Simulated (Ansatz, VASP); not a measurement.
## Two plane-wave programs on C

File INCAR:

```
PREC     = Accurate       # precision mode
ENCUT    = 520            # plane-wave cutoff, eV
EDIFF    = 1E-7           # SCF threshold, eV
ISMEAR   = -1             # smearing method
SIGMA    = 0.1            # smearing width, eV
LREAL    = F              # projectors in reciprocal space
LASPH    = T              # aspherical terms in the spheres
NELM     = 80             # most SCF steps
ALGO     = Normal         # electronic algorithm
ISIF     = 2              # what is computed and relaxed
LWAVE    = F              # write WAVECAR
LCHARG   = F              # write CHGCAR
GGA      = RE             # functional
NBANDS   = 8              # bands
```

The input KPOINTS:

```
regular mesh
0
Gamma
  21 21 21
```

Contents of POSCAR:

```
C
1.0
   -1.2391178641      1.2391178641      1.2391178641
    1.2391178641     -1.2391178641      1.2391178641
    1.2391178641      1.2391178641     -1.2391178641
C
1
Direct
    0.0000000000      0.0000000000      0.0000000000
```

Input for Ansatz:

```yaml
crystal:
  lattice:
    - [-1.2391178641, 1.2391178641, 1.2391178641]
    - [1.2391178641, -1.2391178641, 1.2391178641]
    - [1.2391178641, 1.2391178641, -1.2391178641]
  atoms:
    - { symbol: C, position: [0.0, 0.0, 0.0] }
hamiltonian:
  xc: revpbe
  pseudopotentials:
    kind: paw
    azcp:
      C: "pseudopotentials/C.paw.azcp"
basis:
  ecutwfc: 420
  fft_grid_basis: typed
kpoints:
  mp_grid: { grid: [21, 21, 21], shift: [0, 0, 0] }
magnetization:
  spin_polarized: false
scf:
  occupations: { method: fermi_dirac, width: 0.1 }
  lower_state_search: "off"
output:
  stress: true
  write_density: true
  write_potential: true
  elf: true
  volumetric_format: npy
```

Alike in both runs: task single point; functional revPBE; k mesh 21 × 21 × 21; occupations fermi-dirac, width 0.1 eV; no spin polarisation.

|  | VASP | Ansatz |
| --- | --- | --- |
| version | VASP 6.6.1 | Ansatz 0.2.0 |
| potentials or method | VASP PAW PBE potentials, release 64 (C), cutoff 520 eV | plane waves (420 eV) with PAW, scalar-relativistic |
| valence electrons in the cell | 4 | 4 |

|  | VASP | Ansatz | Ansatz less VASP |
| --- | --- | --- | --- |
| pressure (GPa) | -15.2 | -15.3 | -0.11 |

VASP's potentials were made for PBE, not for revPBE. With one functional, cell and mesh, what is left measures potentials, basis and numerics.
